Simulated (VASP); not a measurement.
# Zr: single point with PBE+D3(BJ)

Zr:

```
Zr
1.0
     3.18359    0.00000    0.00000
    -1.59179    2.75707    0.00000
     0.00000    0.00000    5.11555
Zr
2
Direct
  0.33333 0.66667 0.25000
  0.66667 0.33333 0.75000
```

```json
{
 "Program": "VASP 6.6.1",
 "Task": "single point",
 "Functional": "PBE",
 "Dispersion": "D3(BJ)",
 "Potentials or basis": "VASP PAW PBE potentials, release 64 (Zr_sv)",
 "Cutoff": "500 eV",
 "k mesh": "15 × 15 × 8",
 "Occupations": "gaussian, width 0.1 eV",
 "Spin": "no spin polarisation",
 "Dipole correction": "no",
 "Further INCAR settings": "ALGO = Normal; EDIFF = 1e-06; NBANDS = 19"
}
```

The pressure is 0.0 GPa and the band gap on the k mesh is zero (band 12 reaches 10.37 eV, above the bottom of band 13 at 9.07 eV). The dispersion energy per atom is -0.549 eV.

Levels at points of the mesh, in eV from the Fermi level:
| k point | band 8 | band 9 | band 10 | band 11 | band 12 | band 13 | band 14 | band 15 | band 16 | band 17 |
| --- | --- | --- | --- | --- | --- | --- | --- | --- | --- | --- |
| (0.00, 0.00, 0.00) | -26.24 | -5.74 | -3.15 | 0.86 | 0.86 | 0.93 | 1.22 | 1.57 | 1.57 | 2.25 |
| (0.00, 0.00, 0.50) | -26.32 | -4.01 | -4.01 | -0.02 | -0.02 | 0.78 | 0.78 | 0.78 | 0.78 | 4.09 |

Wall time 2 min on 1 thread of AMD EPYC 7R13 (shared host), peak memory 0.2 GiB.

Caveat: pairwise dispersion overbinds metals, which lowers pressure and volume.
